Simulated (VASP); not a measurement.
Ru: single point with PBEsol

Crystal: Ru.

```
Ru
1.0
     3.05300    0.00000    0.00000
     0.00000    3.05300    0.00000
     0.00000    0.00000    3.38900
Ru
1
Direct
  0.00000 0.00000 0.00000
```

```json
{"Program": "VASP 6.6.1", "Task": "single point", "Functional": "PBEsol", "Potentials or basis": "VASP PAW PBE potentials, release 64 (Ru_pv)", "Cutoff": "520 eV", "k mesh": "9 × 9 × 9", "Occupations": "fermi-dirac, width 0.1 eV", "Spin": "no spin polarisation", "Dipole correction": "no", "Further INCAR settings": "ALGO = Normal; EDIFF = 1e-07; NBANDS = 13"}
```

The pressure is -28.5 GPa and the band gap on the k mesh is zero (band 7 reaches 3.24 eV, above the bottom of band 8 at 2.16 eV).

Stress tensor (GPa, compression positive):
```
-31.48   0.00   0.00
  0.00 -31.48   0.00
  0.00   0.00 -22.68
```

Levels at points of the mesh, in eV from the Fermi level:
```tsv
k point	band 4	band 5	band 6	band 7	band 8	band 9	band 10	band 11
(0.00, 0.00, 0.00)	-3.78	-2.21	-1.87	0.42	0.42	0.64	9.76	11.92
```

It took 33 s on 1 thread of Intel(R) Xeon(R) Platinum 8259CL CPU @ 2.50GHz (Skylake/Cascade Lake), with other jobs on the host, peak memory 0.16 GiB.

Caveat: the PAW data sets were made with another functional, which shifts forces and pressure a little.
